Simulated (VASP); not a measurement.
# Te2Mo in VASP: a series of runs, part 2 of 2

VASP 6.6.1. Earlier steps stand in the parts before.

## Step 3: Single point, r2SCAN+U

POSCAR reads:

```
Te2Mo
1.0
    3.5624185427      0.0000000000      0.0000000000
   -1.7812092714      3.0851449569      0.0000000000
    0.0000000000      0.0000000000     31.5632657400
Te Mo
6 3
Direct
    0.0000000000      0.0000000000      0.0567620800
    0.3333333333      0.6666666667      0.2889862200
    0.3333333333      0.6666666667      0.8244042500
    0.3333333333      0.6666666667      0.1755957500
    0.3333333333      0.6666666667      0.7110137800
    0.0000000000      0.0000000000      0.9432379200
    0.3333333333      0.6666666667      0.0000000000
    0.0000000000      0.0000000000      0.2323060100
    0.0000000000      0.0000000000      0.7676939900
```

INCAR.step1 reads:

```
SYSTEM = Te2Mo
  PREC = Accurate
  ENCUT = 520
  ISMEAR = -1
  SIGMA = 0.05
  LREAL = .False.
  LASPH = .True.
  NELM = 150
  LMAXMIX = 4
  LDAU = .True.
  LDAUTYPE = 2
  LDAUL = -1 2
  LDAUU = 0 4
  LDAUJ = 0 0
  NBANDS = 49
  GGA = PE
  ALGO = Normal
  EDIFF = 1E-4
  LWAVE = .True.
  LCHARG = .False.
```

INCAR.step2 reads:

```
SYSTEM = Te2Mo
  PREC = Accurate
  ENCUT = 520
  EDIFF = 1E-6
  ISMEAR = -1
  SIGMA = 0.05
  LREAL = .False.
  LASPH = .True.
  NELM = 150
  ALGO = Normal
  ISIF = 2
  LWAVE = .False.
  LCHARG = .False.
  LMAXMIX = 4
  LDAU = .True.
  LDAUTYPE = 2
  LDAUL = -1 2
  LDAUU = 0 4
  LDAUJ = 0 0
  LDAUPRINT = 1
  METAGGA = R2SCAN
  LMIXTAU = .True.
  NBANDS = 49
  ISTART = 1
```

KPOINTS reads:

```
regular mesh
0
Gamma
  7 7 1
  0 0 0
```

Potentials or basis: VASP PAW PBE potentials, release 64 (Te, Mo_sv).

Launch:

```bash
> cat potpaw_PBE.64/Te/POTCAR potpaw_PBE.64/Mo_sv/POTCAR > POTCAR
> cp INCAR.step1 INCAR
> mpirun -np 1 vasp_std > vasp.out
> cp INCAR.step2 INCAR
> mpirun -np 1 vasp_std > vasp.out
```

OUTCAR:

```text
SYSTEM = Te2Mo
   PREC = Accurate
   ENCUT = 520
   EDIFF = 1E-6
   ISMEAR = -1
   LREAL = .False.
   LASPH = .True.
   NELM = 150
   ISIF = 2
   METAGGA = R2SCAN
   ISTART = 1

 ion  position               nearest neighbor table
   1  0.000  0.000  0.057-   7 2.73   7 2.73   7 2.73   6 3.58
   2  0.333  0.667  0.289-   8 2.73   8 2.73   8 2.73   4 3.58
   3  0.333  0.667  0.824-   9 2.73   9 2.73   9 2.73   5 3.58
   4  0.333  0.667  0.176-   8 2.73   8 2.73   8 2.73   2 3.58
   5  0.333  0.667  0.711-   9 2.73   9 2.73   9 2.73   3 3.58
   6  0.000  0.000  0.943-   7 2.73   7 2.73   7 2.73   1 3.58
   7  0.333  0.667  0.000-   1 2.73   6 2.73   1 2.73   6 2.73   1 2.73   6 2.73
   8  0.000  0.000  0.232-   2 2.73   2 2.73   2 2.73   4 2.73   4 2.73   4 2.73
   9  0.000  0.000  0.768-   5 2.73   5 2.73   5 2.73   3 2.73   3 2.73   3 2.73

  LATTYP: Found a hexagonal cell.
 ALAT       =     3.5624185427
 C/A-ratio  =     8.8600666546

  Lattice vectors:

 A1 = (   3.5624185427,   0.0000000000,   0.0000000000)
 A2 = (  -1.7812092714,   3.0851449569,   0.0000000000)
[... 282 lines left out ...]

 k-point     1 :       0.0000    0.0000    0.0000
  band No.  band energies     occupation
      1     -59.7070      2.00000
      2     -59.7062      2.00000
      3     -59.7062      2.00000
      4     -33.0900      2.00000
      5     -33.0895      2.00000
      6     -33.0895      2.00000
[... 405 lines left out ...]
     48       5.8460      0.00000
     49       7.2388      0.00000

------------------------ aborting loop because EDIFF is reached ----------------------------------------

  FORCE on cell =-STRESS in cart. coord.  units (eV):
  Direction    XX          YY          ZZ          XY          YZ          ZX
  --------------------------------------------------------------------------------------
  -------------------------------------------------------------------------------------
  Total        1.9075531      1.9075531      2.5189041     -0.0000000      0.0000000      0.0000000
  in kB        8.8101796      8.8101796     11.6337509     -0.0000000      0.0000000      0.0000000
  external PRESSURE =       9.7513701 kB  Pullay stress =       0.0000000 kB

 VOLUME and BASIS-vectors are now :
 -----------------------------------------------------------------------------
  energy-cutoff  :      520.00
  volume of cell :      346.90
      direct lattice vectors                 reciprocal lattice vectors
     3.562418543  0.000000000  0.000000000     0.280708173  0.162066939  0.000000000
    -1.781209271  3.085144957  0.000000000     0.000000000  0.324133878  0.000000000
     0.000000000  0.000000000 31.563265740     0.000000000  0.000000000  0.031682400

 POSITION                                       TOTAL-FORCE (eV/Angst)
 -----------------------------------------------------------------------------------
      0.00000      0.00000      1.79160         0.000000     -0.000000      0.209418
     -0.00000      2.05676      9.12135         0.000000     -0.000000      0.230629
     -0.00000      2.05676     26.02089        -0.000000     -0.000000      0.236980
     -0.00000      2.05676      5.54238        -0.000000      0.000000     -0.236980
     -0.00000      2.05676     22.44192         0.000000     -0.000000     -0.230629
      0.00000      0.00000     29.77167         0.000000     -0.000000     -0.209418
     -0.00000      2.05676      0.00000        -0.000000     -0.000000      0.000000
      0.00000      0.00000      7.33234         0.000000     -0.000000      0.015062
      0.00000      0.00000     24.23093         0.000000     -0.000000     -0.015062
 -----------------------------------------------------------------------------------
    total drift:                                0.000001     -0.000000     -0.000000

  FREE ENERGIE OF THE ION-ELECTRON SYSTEM (eV)
  ---------------------------------------------------
  free  energy   TOTEN  =      -219.1166554949 eV

  energy  without entropy=     -219.1166541724  energy(sigma->0) =     -219.11665483
```

Wall time 25 min (1 thread of AMD EPYC 7R13 (Zen 3), shared host); peak memory 0.52 GiB.

What came out:

```yaml
Free_energy: -219.1167 eV
Largest_force: 0.237 eV/Å
Band_gap_on_the_k_mesh: 1.25 eV, indirect (least direct gap 1.38 eV)
```

Forces on the atoms (eV/Å):
```
Te   0.000  0.000  0.209
Te   0.000  0.000  0.231
Te   0.000  0.000  0.237
Te   0.000  0.000 -0.237
Te   0.000  0.000 -0.231
Te   0.000  0.000 -0.209
Mo   0.000  0.000  0.000
Mo   0.000  0.000  0.015
Mo   0.000  0.000 -0.015
```

Levels at points of the mesh, in eV from the valence-band top:
```tsv
k point	band 35	band 36	band 37	band 38	band 39	band 40	band 41	band 42	band 43	band 44
(0.00, 0.00, 0.00)	-1.04	-1.04	-0.60	-0.20	0.00	3.06	3.06	3.08	3.08	3.10
```

Eigenvalues of the final occupation matrices:
| site | spin | trace | eigenvalues |
| --- | --- | --- | --- |
| site 7 d | 1 | 1.94 | 0.38 0.38 0.39 0.40 0.40 |
| site 7 d | 2 | 1.94 | 0.38 0.38 0.39 0.40 0.40 |
| site 8 d | 1 | 1.94 | 0.38 0.38 0.39 0.40 0.40 |
| site 8 d | 2 | 1.94 | 0.38 0.38 0.39 0.40 0.40 |
| site 9 d | 1 | 1.94 | 0.38 0.38 0.39 0.40 0.40 |
| site 9 d | 2 | 1.94 | 0.38 0.38 0.39 0.40 0.40 |

Caveat: the PAW data sets were made with another functional, which shifts forces and pressure a little; spin-orbit coupling is left out, which moves the levels of the heavy elements; the U is typed as a test and isn't derived for this compound.
